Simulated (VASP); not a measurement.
Cu: single point with PBEsol+D3(BJ)

Cu:

```
Cu
1.0
    -1.44279    1.44279    1.37608
     1.44279   -1.44279    1.37608
     1.44279    1.44279   -1.37608
Cu
1
Cartesian
  0.0000 0.0000 0.0000
```

```yaml
Program: VASP 6.6.1
Task: single point
Functional: PBEsol
Dispersion: D3(BJ)
Potentials_or_basis: VASP PAW PBE potentials, release 64 (Cu)
Cutoff: 520 eV
k_mesh: 13 × 13 × 13
Occupations: fermi-dirac, width 0.05 eV
Spin: no spin polarisation
```

```
Pressure                   : -8.3 GPa
Dispersion energy per atom : -0.541 eV
```

Stress tensor (GPa, compression positive):
```
-8.25  0.00  0.00
 0.00 -8.25  0.00
 0.00  0.00 -8.35
```

Levels at points of the mesh, in eV from the Fermi level:
| k point | band 2 | band 3 | band 4 | band 5 | band 6 | band 7 | band 8 | band 9 | band 10 | band 11 |
| --- | --- | --- | --- | --- | --- | --- | --- | --- | --- | --- |
| (0.00, 0.00, 0.00) | -3.26 | -3.06 | -3.06 | -2.18 | -1.97 | 24.91 | 24.91 | 26.16 | 28.94 | 28.95 |

It took 19 s on 1 thread of Intel Xeon 6455B, with other jobs on the host, peak memory 0.15 GiB.

Caveat: three body term missing; the PAW data sets were made with another functional, which shifts forces and pressure a little; pairwise dispersion overbinds metals, which lowers pressure and volume.
